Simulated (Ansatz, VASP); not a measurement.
**C in VASP and in Ansatz**

```
CELL_PARAMETERS angstrom
9.86020 0.00000 0.00000
-4.93010 8.53918 0.00000
0.00000 0.00000 20.03801
ATOMIC_POSITIONS crystal
C 0.41667 0.33333 0.39924
C 0.41639 0.58321 0.39894
C 0.41660 0.83333 0.39842
C 0.41666 0.08335 0.39906
C 0.66665 0.33335 0.39907
C 0.66679 0.58314 0.39885
C 0.66680 0.83357 0.39892
C 0.66666 0.08341 0.39895
C 0.91664 0.33333 0.39904
C 0.91667 0.58332 0.39884
C 0.91667 0.83336 0.39837
C 0.91672 0.08338 0.39848
C 0.16662 0.33332 0.39904
C 0.16663 0.58334 0.39862
C 0.16664 0.83333 0.39871
C 0.16665 0.08336 0.39894
C 0.33333 0.16670 0.39920
C 0.33326 0.41660 0.39919
C 0.33323 0.66666 0.39836
C 0.33330 0.91667 0.39872
C 0.58332 0.16671 0.39909
C 0.58333 0.41662 0.39900
C 0.58329 0.66655 0.39928
C 0.58322 0.91679 0.39876
C 0.83334 0.16667 0.39887
C 0.83331 0.41667 0.39905
C 0.83334 0.66663 0.39861
C 0.83357 0.91684 0.39827
C 0.08333 0.16668 0.39882
C 0.08332 0.41668 0.39894
C 0.08331 0.66666 0.39870
C 0.08333 0.91668 0.39869
```

Alike in both runs: task single point; functional PBE; dispersion D3(BJ); k mesh 2 × 2 × 1; occupations gaussian, width 0.05 eV; no spin polarisation.

|  | VASP | Ansatz |
| --- | --- | --- |
| version | VASP 6.6.1 | Ansatz 0.2.0 |
| potentials or method | VASP PAW PBE potentials, release 64 (C), cutoff 520 eV | scalar-relativistic, plane waves, PAW |
| valence electrons in the cell | 128 | 128 |

|  | VASP | Ansatz | Ansatz less VASP |
| --- | --- | --- | --- |
| gap on the k mesh at the Fermi level (eV) | 1.97 | 1.97 | +0.001 |
| least direct gap on the mesh (eV) | 1.97 | 1.97 | +0.001 |
| rms of the force components (eV/Å) | 0.033 | 0.033 | -0.0002 |

Atom by atom the forces differ by 0.001 eV/Å (rms over components).
